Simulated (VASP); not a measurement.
Al2BiSb, 4 atoms in the cell. It takes space group P-4m2 (No. 115, tetragonal). The conventional cell has a = 4.435 Å, b = 4.435 Å, c = 6.261 Å, α = 90.00°, β = 90.00°, γ = 90.00°. Within 3.5 Å of Sb (site symmetry -4m2) lie 4 Al at 2.69 Å. Within 3.5 Å of Al (site symmetry 2mm) lie 2 Sb at 2.69 Å and 2 Bi at 2.74 Å. Bi (site symmetry -4m2) has 4 Al at 2.74 Å within 3.6 Å. 

| Item | Value |
| --- | --- |
| Program | VASP 6.6.1 |
| Task | single point |
| Functional | PBE |
| Potentials or basis | VASP PAW PBE potentials, release 64 (Sb, Al, Bi_d) |
| Cutoff | 520 eV |
| k mesh | 6 × 6 × 4 |
| Occupations | fermi-dirac, width 0.02 eV |
| Spin | non-collinear spin, zero start, spin-orbit coupling |
| Starting moments | [[0.0, 0.0, 0.0], [0.0, 0.0, 0.0], [0.0, 0.0, 0.0], [0.0, 0.0, 0.0]] μB |
| Dipole correction | no |
| Further INCAR settings | ALGO = Normal; EDIFF = 1e-06; NBANDS = 40 |

Potentials or basis: VASP PAW PBE potentials, release 64 (Sb, Al, Bi_d).

Command:

```console
$ cat potpaw_PBE.64/Sb/POTCAR potpaw_PBE.64/Al/POTCAR potpaw_PBE.64/Bi_d/POTCAR > POTCAR
$ mpirun -np 1 vasp_ncl > vasp.out
```

Hardware: 1 thread of AMD EPYC 9R45 96-Core Processor (Zen 5) (shared host).

Task: Estimate the wall time of this run.

Result: Run time: 3.4 min on 1 thread of AMD EPYC 9R45 96-Core Processor (Zen 5), on a shared host, peak memory 0.6 GiB. Counts: scf iterations 13, k points 36.
